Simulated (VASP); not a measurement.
# TaN (Fm-3m) in VASP: a series of runs, part 3 of 3

VASP 6.6.1.

### Step 6. Single point, PBE

This run uses another cell than the first one, of 10.76 Å³/atom, 1.106 times its volume.

Input file INCAR:

```
PREC     = Accurate       # precision mode
ENCUT    = 520            # plane-wave cutoff, eV
EDIFF    = 1E-6           # SCF threshold, eV
ISMEAR   = -1             # smearing method
SIGMA    = 0.1            # smearing width, eV
LREAL    = False          # projectors in reciprocal space
LASPH    = True           # aspherical terms in the spheres
NELM     = 80             # most SCF steps
ALGO     = Normal         # electronic algorithm
ISIF     = 2              # what is computed and relaxed
LWAVE    = False          # write WAVECAR
LCHARG   = True           # write CHGCAR
GGA      = PE             # functional
LELF     = True           # ELF
LVHAR    = True         
NBANDS   = 15             # bands
```

Input file KPOINTS:

```
Automatic mesh
0
Gamma
  11 11 11
```

Input file POSCAR:

```
TaN
1.0
    0.0000000000      2.2076743409      2.2076743409
    2.2076743409      0.0000000000      2.2076743409
    2.2076743409      2.2076743409      0.0000000000
Ta N
1 1
Direct
    0.5000000000      0.5000000000      0.5000000000
    0.0000000000      0.0000000000      0.0000000000
```

Potentials or basis: VASP PAW PBE potentials, release 64 (Ta_pv, N).

On the command line:

```
$ cat potpaw_PBE.64/Ta_pv/POTCAR potpaw_PBE.64/N/POTCAR > POTCAR
$ mpirun -np 1 vasp_std > vasp.out
```

OUTCAR:

```text
PREC = Accurate
   ENCUT = 520
   EDIFF = 1E-6
   ISMEAR = -1
   LREAL = False
   LASPH = True
   NELM = 80
   ISIF = 2
   GGA = PE

 ion  position               nearest neighbor table
   1  0.500  0.500  0.500-   2 2.21   2 2.21   2 2.21   2 2.21   2 2.21   2 2.21
   2  0.000  0.000  0.000-   1 2.21   1 2.21   1 2.21   1 2.21   1 2.21   1 2.21

  LATTYP: Found a face centered cubic cell.
 ALAT       =     4.4153486818

  Lattice vectors:

 A1 = (   0.0000000000,   2.2076743409,   2.2076743409)
 A2 = (   2.2076743409,   0.0000000000,   2.2076743409)
 A3 = (   2.2076743409,   2.2076743409,   0.0000000000)

Analysis of symmetry for initial positions (statically):
=====================================================================
 Subroutine PRICEL returns:
 Original cell was already a primitive cell.

 Routine SETGRP: Setting up the symmetry group for a
 face centered cubic supercell.

 Subroutine GETGRP returns: Found 48 space group operations
 (whereof 48 operations were pure point group operations)
 out of a pool of 48 trial point group operations.

The static configuration has the point symmetry O_h .

Analysis of symmetry for dynamics (positions and initial velocities):
=====================================================================
 Subroutine PRICEL returns:
 Original cell was already a primitive cell.

 Routine SETGRP: Setting up the symmetry group for a
 face centered cubic supercell.

 Subroutine GETGRP returns: Found 48 space group operations
 (whereof 48 operations were pure point group operations)
 out of a pool of 48 trial point group operations.

The dynamic configuration has the point symmetry O_h .

 Subroutine INISYM returns: Found 48 space group operations
 (whereof 48 operations are pure point group operations),
 and found     1 'primitive' translations

----------------------------------------------------------------------------------------

                                     Primitive cell

  volume of cell :      21.5196

  direct lattice vectors                    reciprocal lattice vectors
     0.000000000  2.207674341  2.207674341    -0.226482679  0.226482679  0.226482679
     2.207674341  0.000000000  2.207674341     0.226482679 -0.226482679  0.226482679
     2.207674341  2.207674341  0.000000000     0.226482679  0.226482679 -0.226482679

  length of vectors
     3.122122994  3.122122994  3.122122994     0.392279508  0.392279508  0.392279508

  position of ions in fractional coordinates (direct lattice)
     0.500000000  0.500000000  0.500000000
     0.000000000  0.000000000  0.000000000

  ion indices of the primitive-cell ions
   primitive index   ion index
                 1           1
                 2           2

----------------------------------------------------------------------------------------

 KPOINTS: Automatic mesh

Automatic generation of k-mesh.
 Grid dimensions read from file:
 generate k-points for:   11   11   11

 Generating k-lattice:

  Cartesian coordinates                     Fractional coordinates (reciprocal lattice)
    -0.020589334  0.020589334  0.020589334     0.090909091  0.000000000  0.000000000
     0.020589334 -0.020589334  0.020589334     0.000000000  0.090909091  0.000000000
     0.020589334  0.020589334 -0.020589334     0.000000000  0.000000000  0.090909091

  Length of vectors
     0.035661773  0.035661773  0.035661773

  Shift w.r.t. Gamma in fractional coordinates (k-lattice)
     0.000000000  0.000000000  0.000000000

 Subroutine IBZKPT returns following result:
 ===========================================

 Found     56 irreducible k-points:

 Following reciprocal coordinates:
            Coordinates               Weight
  0.000000  0.000000  0.000000      1.000000
  0.090909  0.000000  0.000000      8.000000
  0.181818  0.000000  0.000000      8.000000
  0.272727  0.000000  0.000000      8.000000
  0.363636  0.000000  0.000000      8.000000
  0.454545  0.000000  0.000000      8.000000
[... 16 lines left out ...]
 -0.272727  0.181818  0.000000     24.000000
 -0.181818  0.181818  0.000000     12.000000
 [... further k-points ...]
   k-points           NKPTS =     56   k-points in BZ     NKDIM =     56   number of bands    NBANDS=     15
   number of dos      NEDOS =    301   number of ions     NIONS =      2
   total plane-waves  NPLWV =  13824
   dimension x,y,z NGX =    24 NGY =   24 NGZ =   24
   dimension x,y,z NGXF=    48 NGYF=   48 NGZF=   48
   ions per type =               1   1
   NGX,Y,Z   is equivalent  to a cutoff of  12.78, 12.78, 12.78 a.u.
   NGXF,Y,Z  is equivalent  to a cutoff of  25.56, 25.56, 25.56 a.u.
 SYSTEM =  unknown system
   PREC   = accura    normal or accurate (medium, high low for compatibility)
   ISTART =      0    job   : 0-new  1-cont  2-samecut
   ICHARG =      2    charge: 1-file 2-atom 10-const
   ISPIN  =      1    spin polarized calculation?
   LNONCOLLINEAR =      F non collinear calculations
   LSORBIT =      F    spin-orbit coupling
   LASPH  =      T    aspherical Exc in radial PAW
   ENCUT  =  520.0 eV  38.22 Ry    6.18 a.u.   5.81  5.81  5.81*2*pi/ulx,y,z
   NELM   =     80;   NELMIN=  2; NELMDL= -5     # of ELM steps
   EDIFF  = 0.1E-05   stopping-criterion for ELM
   LREAL  =      F    real-space projection
   EDIFFG = 0.1E-04   stopping-criterion for IOM
   NSW    =      0    number of steps for IOM
   IBRION =     -1    ionic relax: 0-MD 1-quasi-New 2-CG
   NFREE  =      0    steps in history (QN), initial steepest desc. (CG)
   ISIF   =      2    stress and relaxation
   ISYM   =      2    0-nonsym 1-usesym 2-fastsym
   POTIM  = 0.5000    time-step for ionic-motion
   TEBEG  =    0.0;   TEEND  =   0.0 temperature during run
   PSTRESS=    0.0 pullay stress
   NELECT =      16.0000    total number of electrons
   NUPDOWN=      -1.0000    fix difference up-down
   EMIN   =  10.00;   EMAX   =-10.00  energy-range for DOS
   EFERMI =   0.00;   METHOD = LEGACY
   ISMEAR =    -1;   SIGMA  =   0.10  broadening in eV -4-tet -1-fermi 0-gaus
   EFERMI_NEDOS =   21; number of points for ismear=-14 and -15
   IALGO  =     38    algorithm
   IMIX   =      4    mixing-type and parameters
     AMIX     =   0.40;   BMIX     =  1.00
     AMIX_MAG =   1.60;   BMIX_MAG =  1.00
  volume/ion in A,a.u.               =      10.76        72.61
  Fermi-wavevector in a.u.,A,eV,Ry     =   1.483098  2.802649 29.927094  2.199579
  Thomas-Fermi vector in A             =   2.596802
   LORBIT       =      0    0 simple, 1 ext, 2 COOP (PROOUT), +10 PAW based schemes
   GGA     = PE    functional components
   LHFCALC =     F    Hartree Fock is set to
   AEXX    =    0.0000 exact exchange contribution
   IVDW    =     0    specifies the selected vdW correction
   LEPSILON=     F    determine dielectric tensor
   LRPA    =     F    only Hartree local field effects (RPA)
 non-spin polarized calculation
  energy-cutoff  :      520.00
  volume of cell :       21.52
 maximum number of plane-waves:       595
   NGX = 11   NGY = 11   NGZ = 11

 number of electron      16.0000003 magnetization

 Free energy of the ion-electron system (eV)
  ---------------------------------------------------
  ext. energy  EPLUGINS =         0.00000000
  ---------------------------------------------------
  free energy    TOTEN  =       -21.83404673 eV

  energy without entropy =      -21.80454821  energy(sigma->0) =      -21.81929747

 E-fermi :   9.4296     XC(G=0): -13.3712

 val. band max:        9.3621602079   @ k =  -0.3636   0.2727   0.0909
 cond. band min:       9.4733101562   @ k =   0.0000   0.0000   0.0000
 fundamental gap:      0.1111499483
 Fermi energy:         9.4295548772

 k-point     1 :       0.0000    0.0000    0.0000
  band No.  band energies     occupation
      1     -26.3878      2.00000
      2     -26.3878      2.00000
      3     -26.3878      2.00000
      4      -9.3534      2.00000
      5       5.6189      2.00000
      6       5.6189      2.00000
      7       5.6189      2.00000
      8       7.3388      2.00000
      9       7.3388      2.00000
     10       7.3388      2.00000
     11       9.4733      0.78465
     12       9.4733      0.78464
     13      10.8273      0.00000
     14      18.8105      0.00000
     15      21.7503      0.00000
[... 397 lines left out ...]
 k-point    24 :      -0.1818    0.1818    0.0000
  band No.  band energies     occupation
      1     -26.8420      2.00000
      2     -26.5615      2.00000
      3     -26.4213      2.00000
      4      -7.7497      2.00000
      5       1.2204      2.00000
      6       2.6449      2.00000
      7       3.4014      2.00000
      8       8.7277      1.99821
      9       9.1027      1.92666
     10      10.7728      0.00000
     11      11.2372      0.00000
     12      14.9422      0.00000
     13      15.2233      0.00000
     14      21.7365      0.00000
     15      22.5939      0.00000

 [... further k-points ...]
[... 5 lines left out ...]
  --------------------------------------------------------------------------------------
  -------------------------------------------------------------------------------------
  Total        0.1831710      0.1831710      0.1831710      0.0000000      0.0000000      0.0000000
  in kB       13.6374230     13.6374230     13.6374230      0.0000000      0.0000000      0.0000000
  external PRESSURE =      13.6374230 kB  Pullay stress =       0.0000000 kB

 VOLUME and BASIS-vectors are now :
 -----------------------------------------------------------------------------
  energy-cutoff  :      520.00
  volume of cell :       21.52
      direct lattice vectors                 reciprocal lattice vectors
     0.000000000  2.207674341  2.207674341    -0.226482679  0.226482679  0.226482679
     2.207674341  0.000000000  2.207674341     0.226482679 -0.226482679  0.226482679
     2.207674341  2.207674341  0.000000000     0.226482679  0.226482679 -0.226482679

 POSITION                                       TOTAL-FORCE (eV/Angst)
 -----------------------------------------------------------------------------------
      2.20767      2.20767      2.20767        -0.000000     -0.000000     -0.000000
      0.00000      0.00000      0.00000         0.000000      0.000000      0.000000
 -----------------------------------------------------------------------------------
    total drift:                                0.000000     -0.000000     -0.000000

  FREE ENERGIE OF THE ION-ELECTRON SYSTEM (eV)
  ---------------------------------------------------
  free  energy   TOTEN  =       -21.8340467324 eV

  energy  without entropy=      -21.8045482145  energy(sigma->0) =      -21.81929747
```

Run time: 11 s. Hardware: 1 thread of AMD EPYC 9R45 (Zen 5), shared host; peak memory 0.12 GiB.

Results:

```
Free energy            : -21.8340 eV
Pressure               : 1.4 GPa
Band gap on the k mesh : zero (band 8 reaches 11.06 eV, above the bottom of band 9 at 7.34 eV)
```

Levels at points of the mesh, in eV from the Fermi level:
| k point | band 4 | band 5 | band 6 | band 7 | band 8 | band 9 | band 10 | band 11 | band 12 | band 13 |
| --- | --- | --- | --- | --- | --- | --- | --- | --- | --- | --- |
| (0.00, 0.00, 0.00) | -18.78 | -3.81 | -3.81 | -3.81 | -2.09 | -2.09 | -2.09 | 0.04 | 0.04 | 1.40 |

Caveat: spin-orbit coupling is left out, which moves the levels of the heavy elements.

### Step 7. Single point, PBE

This run uses another cell than the first one, of 10.97 Å³/atom, 1.128 times its volume.

Input file INCAR:

```
PREC = Accurate
ENCUT = 520
EDIFF = 1E-6
ISMEAR = -1
SIGMA = 0.1
LREAL = F
LASPH = T
NELM = 60
ALGO = Normal
ISIF = 2
LWAVE = F
LCHARG = F
GGA = PE
NBANDS = 15
```

KPOINTS is that of step 6.

Input file POSCAR:

```
TaN
1.0
    0.0000000000      2.2217363401      2.2217363401
    2.2217363401      0.0000000000      2.2217363401
    2.2217363401      2.2217363401      0.0000000000
Ta N
1 1
Direct
    0.5000000000      0.5000000000      0.5000000000
    0.0000000000      0.0000000000      0.0000000000
```

On the command line:

```
$ cat potpaw_PBE.64/Ta_pv/POTCAR potpaw_PBE.64/N/POTCAR > POTCAR
$ mpirun -np 1 vasp_std > vasp.out
```

Wall time 11 s (1 thread of AMD EPYC 9R45 (Zen 5), shared host); peak memory 0.12 GiB.

Results (log left out):

```
Free energy            : -21.8298 eV
Pressure               : -4.8 GPa
Band gap on the k mesh : zero (band 8 reaches 10.79 eV, above the bottom of band 9 at 7.18 eV)
```

Levels at points of the mesh, in eV from the Fermi level:
```csv
k point,band 4,band 5,band 6,band 7,band 8,band 9,band 10,band 11,band 12,band 13
"(0.00, 0.00, 0.00)",-18.62,-3.75,-3.75,-3.75,-2.04,-2.04,-2.04,0.04,0.04,1.24
```

Caveat: spin-orbit coupling is left out, which moves the levels of the heavy elements.

### Step 8. Summary

```tsv
cell	gap on the mesh (eV)	pressure (GPa)
a = 3.019 Å, angles 60.0°, 2 atoms	none	43.8
a = 3.040 Å, angles 60.0°, 2 atoms	none	33.4
a = 3.061 Å, angles 60.0°, 2 atoms	none	24.1
a = 3.102 Å, angles 60.0°, 2 atoms	none	8.2
a = 3.122 Å, angles 60.0°, 2 atoms	none	1.4
a = 3.142 Å, angles 60.0°, 2 atoms	none	-4.8
```

Alike in all rows: task single point; level PBE; potentials or basis VASP PAW PBE potentials, release 64 (Ta_pv, N); no spin polarisation; k mesh 11 × 11 × 11; cutoff (eV) 520; smearing fermi-dirac 0.1 eV.

Caveats: spin-orbit coupling is left out, which moves the levels of the heavy elements.

Total energies depend on the potentials used, so only differences within one code and one set of settings carry meaning.
